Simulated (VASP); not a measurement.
# Cd (Fd-3m) in VASP: a series of runs, part 2 of 2

VASP 6.6.1.

### 3 Single point, PBE

This run uses another cell than the first one, of 28.05 Å³/atom.

Input file INCAR:

```
PREC = Accurate ; ENCUT = 500
EDIFF = 1E-6 ; ISMEAR = -1
SIGMA = 0.1 ; LREAL = F
LASPH = T ; NELM = 120
ALGO = Normal ; ISIF = 2
LWAVE = F ; LCHARG = T
GGA = PE ; LELF = T
LVHAR = T ; NBANDS = 19
GGA_COMPAT = F
```

Input file KPOINTS:

```
Automatic mesh
0
Gamma
  12 12 12
```

Input file POSCAR:

```
Cd
1.0
    0.0000000000      3.0384198773      3.0384198773
    3.0384198773      0.0000000000      3.0384198773
    3.0384198773      3.0384198773      0.0000000000
Cd
2
Direct
    1.0000000000      1.0000000000      1.0000000000
    0.2500000000      0.2500000000      0.2500000000
```

Potentials or basis: VASP PAW PBE potentials, release 64 (Cd).

Command:

```bash
cat potpaw_PBE.64/Cd/POTCAR > POTCAR
mpirun -np 1 vasp_std > vasp.out
```

OUTCAR:

```text
PREC = Accurate
   ENCUT = 500
   EDIFF = 1E-6
   ISMEAR = -1
   LREAL = F
   LASPH = T
   NELM = 120
   ISIF = 2
   GGA = PE

 ion  position               nearest neighbor table
   1  0.000  0.000  0.000-   2 2.63   2 2.63   2 2.63   2 2.63
   2  0.250  0.250  0.250-   1 2.63   1 2.63   1 2.63   1 2.63

  LATTYP: Found a face centered cubic cell.
 ALAT       =     6.0768397546

  Lattice vectors:

 A1 = (   0.0000000000,   3.0384198773,   3.0384198773)
 A2 = (   3.0384198773,   0.0000000000,   3.0384198773)
 A3 = (   3.0384198773,   3.0384198773,   0.0000000000)

Analysis of symmetry for initial positions (statically):
=====================================================================
 Subroutine PRICEL returns:
 Original cell was already a primitive cell.

 Routine SETGRP: Setting up the symmetry group for a
 face centered cubic supercell.

 Subroutine GETGRP returns: Found 48 space group operations
 (whereof 24 operations were pure point group operations)
 out of a pool of 48 trial point group operations.

The static configuration has the point symmetry T_d .
 The point group associated with its full space group is O_h .

Analysis of symmetry for dynamics (positions and initial velocities):
=====================================================================
 Subroutine PRICEL returns:
 Original cell was already a primitive cell.

 Routine SETGRP: Setting up the symmetry group for a
 face centered cubic supercell.

 Subroutine GETGRP returns: Found 48 space group operations
 (whereof 24 operations were pure point group operations)
 out of a pool of 48 trial point group operations.

The dynamic configuration has the point symmetry T_d .
 The point group associated with its full space group is O_h .

 Subroutine INISYM returns: Found 48 space group operations
 (whereof 24 operations are pure point group operations),
[... 109 lines left out ...]
   EMIN   =  10.00;   EMAX   =-10.00  energy-range for DOS
   EFERMI =   0.00;   METHOD = LEGACY
   ISMEAR =    -1;   SIGMA  =   0.10  broadening in eV -4-tet -1-fermi 0-gaus
   EFERMI_NEDOS =   21; number of points for ismear=-14 and -15
   IALGO  =     38    algorithm
   IMIX   =      4    mixing-type and parameters
     AMIX     =   0.40;   BMIX     =  1.00
     AMIX_MAG =   1.60;   BMIX_MAG =  1.00
  volume/ion in A,a.u.               =      28.05       189.30
  Fermi-wavevector in a.u.,A,eV,Ry     =   1.233543  2.331057 20.702994  1.521627
  Thomas-Fermi vector in A             =   2.368269
   LORBIT       =      0    0 simple, 1 ext, 2 COOP (PROOUT), +10 PAW based schemes
   GGA     = PE    functional components
   LHFCALC =     F    Hartree Fock is set to
   AEXX    =    0.0000 exact exchange contribution
   IVDW    =     0    specifies the selected vdW correction
   LEPSILON=     F    determine dielectric tensor
   LRPA    =     F    only Hartree local field effects (RPA)
 non-spin polarized calculation
  energy-cutoff  :      500.00
  volume of cell :       56.10
 maximum number of plane-waves:      1458
   NGX = 15   NGY = 15   NGZ = 15

 number of electron      23.9999999 magnetization

 Free energy of the ion-electron system (eV)
  ---------------------------------------------------
  ext. energy  EPLUGINS =         0.00000000
  ---------------------------------------------------
  free energy    TOTEN  =        -0.40263842 eV

  energy without entropy =       -0.36859705  energy(sigma->0) =       -0.38561774

 E-fermi :   1.2584     XC(G=0):  -9.4353

 val. band max:        1.2299155451   @ k =  -0.4167   0.4167   0.0833
 cond. band min:       1.2628259963   @ k =  -0.4167   0.3333   0.1667
 fundamental gap:      0.0329104512
 Fermi energy:         1.2584422866

 k-point     1 :       0.0000    0.0000    0.0000
  band No.  band energies     occupation
      1      -8.4617      2.00000
      2      -8.4617      2.00000
      3      -8.4617      2.00000
      4      -8.4004      2.00000
      5      -8.4004      2.00000
      6      -7.3110      2.00000
[... 505 lines left out ...]
      6      -7.7027      2.00000
[... 11 lines left out ...]
     18      11.7596      0.00000
     19      13.0153      0.00000

 [... further k-points ...]

------------------------ aborting loop because EDIFF is reached ----------------------------------------

  FORCE on cell =-STRESS in cart. coord.  units (eV):
  Direction    XX          YY          ZZ          XY          YZ          ZX
  --------------------------------------------------------------------------------------
  -------------------------------------------------------------------------------------
  Total        3.6822807      3.6822807      3.6822807     -0.0000000      0.0000000      0.0000000
  in kB      105.1608557    105.1608557    105.1608557     -0.0000000      0.0000000      0.0000000
  external PRESSURE =     105.1608557 kB  Pullay stress =       0.0000000 kB

 VOLUME and BASIS-vectors are now :
 -----------------------------------------------------------------------------
  energy-cutoff  :      500.00
  volume of cell :       56.10
      direct lattice vectors                 reciprocal lattice vectors
     0.000000000  3.038419877  3.038419877    -0.164559218  0.164559218  0.164559218
     3.038419877  0.000000000  3.038419877     0.164559218 -0.164559218  0.164559218
     3.038419877  3.038419877  0.000000000     0.164559218  0.164559218 -0.164559218

 POSITION                                       TOTAL-FORCE (eV/Angst)
 -----------------------------------------------------------------------------------
      0.00000      0.00000      0.00000        -0.000000     -0.000000     -0.000000
      1.51921      1.51921      1.51921         0.000000      0.000000      0.000000
 -----------------------------------------------------------------------------------
    total drift:                               -0.000000      0.000000      0.000000

  FREE ENERGIE OF THE ION-ELECTRON SYSTEM (eV)
  ---------------------------------------------------
  free  energy   TOTEN  =        -0.4026384207 eV

  energy  without entropy=       -0.3685970500  energy(sigma->0) =       -0.38561774
```

OSZICAR:

```text
N       E                     dE             d eps       ncg     rms          rms(c)
DAV:   1     0.169971695742E+03    0.16997E+03   -0.12656E+04  2768   0.118E+03
DAV:   2     0.358449762974E+01   -0.16639E+03   -0.16145E+03  2852   0.319E+02
DAV:   3    -0.498581090167E+00   -0.40831E+01   -0.40763E+01  3165   0.574E+01
DAV:   4    -0.507706949482E+00   -0.91259E-02   -0.91254E-02  2940   0.265E+00
DAV:   5    -0.507755920095E+00   -0.48971E-04   -0.48970E-04  3040   0.169E-01    0.440E+00
DAV:   6    -0.413536598287E+00    0.94219E-01   -0.21561E-01  3118   0.516E+00    0.337E+00
DAV:   7    -0.403673277899E+00    0.98633E-02   -0.24548E-02  2979   0.127E+00    0.155E+00
DAV:   8    -0.402565594482E+00    0.11077E-02   -0.28222E-03  2895   0.627E-01    0.658E-02
DAV:   9    -0.402604370622E+00   -0.38776E-04   -0.28104E-05  3124   0.455E-02    0.265E-02
DAV:  10    -0.402638916233E+00   -0.34546E-04   -0.34518E-05  2931   0.447E-02    0.309E-03
DAV:  11    -0.402638420670E+00    0.49556E-06   -0.32857E-07  2471   0.310E-03
   1 F= -.40263842E+00 E0= -.38561774E+00  d E =-.340414E-01
```

stdout:

```text
POSCAR found type information on POSCAR Cd
 POSCAR found :  1 types and       2 ions
 scaLAPACK will be used
 LDA part: xc-table for (Slater+PW92), standard interpolation
 POSCAR, INCAR and KPOINTS ok, starting setup
 FFT: planning ... GRIDC
 FFT: planning ... GRID_SOFT
 FFT: planning ... GRID
 WAVECAR not read
 entering main loop
```

Wall time 20 s (1 thread of Intel Xeon 6975P-C (Granite Rapids), shared host); peak memory 0.2 GiB.

Results:

```
Free energy            : -0.4026 eV
Pressure               : 10.5 GPa
Band gap on the k mesh : zero (bands 12 and 13 overlap by 6.43 eV)
```

Caveat: the cell stands under pressure.

The gap in the log of VASP goes by the Fermi energy; the results here count the filled bands.